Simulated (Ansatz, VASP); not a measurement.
## One calculation of BiH4, two programs

Contents of INCAR:

```
SYSTEM = BiH4
PREC     = Accurate       ! precision mode
ENCUT    = 520            ! plane-wave cutoff, eV
EDIFF    = 1E-7           ! SCF threshold, eV
ISMEAR   = 0              ! smearing method
SIGMA    = 0.1            ! smearing width, eV
LREAL    = .FALSE.        ! projectors in reciprocal space
LASPH    = .TRUE.         ! aspherical terms in the spheres
NELM     = 100            ! most SCF steps
ALGO     = Normal         ! electronic algorithm
ISIF     = 2              ! what is computed and relaxed
LWAVE    = .FALSE.        ! write WAVECAR
LCHARG   = .TRUE.         ! write CHGCAR
GGA      = PE             ! functional
LELF     = .TRUE.         ! ELF
LVHAR    = .TRUE.       
NBANDS   = 18             ! bands
```

The input KPOINTS:

```
Automatic mesh
0
G
  6 6 4
  0 0 0
```

File POSCAR:

```
BiH4
1.0
    3.4664442800      0.0000000000      0.0000000000
    0.0000000000      3.4664442800      0.0000000000
    0.0000000000      0.0000000000      5.0802426700
Bi H
1 4
Direct
    0.0000000000      0.0000000000      0.0000000000
    0.0000000000      0.0000000000      0.5000000000
    0.5000000000      0.5000000000      0.0000000000
    0.0000000000      0.5000000000      0.5000000000
    0.5000000000      0.0000000000      0.5000000000
```

Input for Ansatz:

```yaml
crystal:
  lattice:
    - [3.46644428, 0.0, 0.0]
    - [0.0, 3.46644428, 0.0]
    - [0.0, 0.0, 5.08024267]
  atoms:
    - { symbol: Bi, position: [0.0, 0.0, 0.0] }
    - { symbol: H, position: [0.0, 0.0, 0.5] }
    - { symbol: H, position: [0.5, 0.5, 0.0] }
    - { symbol: H, position: [0.0, 0.5, 0.5] }
    - { symbol: H, position: [0.5, 0.0, 0.5] }
basis:
  ecutwfc: 420
kpoints:
  mp_grid: { grid: [6, 6, 4] }
hamiltonian:
  xc: pbe
scf:
  occupations: { method: gaussian, width: 0.1 }
  lower_state_search: "off"
output:
  forces: true
  stress: true
  eigenvalues: true
```

Alike in both runs: task single point; functional PBE; k mesh 6 × 6 × 4; occupations gaussian, width 0.1 eV; no spin polarisation.

|  | VASP | Ansatz |
| --- | --- | --- |
| version | VASP 6.6.1 | Ansatz 0.2.0 |
| potentials or method | VASP PAW PBE potentials, release 64 (Bi_d, H), cutoff 520 eV | scalar-relativistic, plane waves, PAW |
| valence electrons in the cell | 19 | 19 |

|  | VASP | Ansatz | Ansatz less VASP |
| --- | --- | --- | --- |
| gap on the k mesh at the Fermi level (eV) | none | none | - |
| pressure (GPa) | -8.7 | -8.6 | +0.12 |
| traceless stress, the component that is largest in VASP (GPa) | -0.59 | -0.60 | -0.008 |

A gap of «none» marks a metal or a gap that the smearing closes. With one functional, cell and mesh, what is left measures potentials, basis and numerics.

Spin-orbit coupling is off throughout.
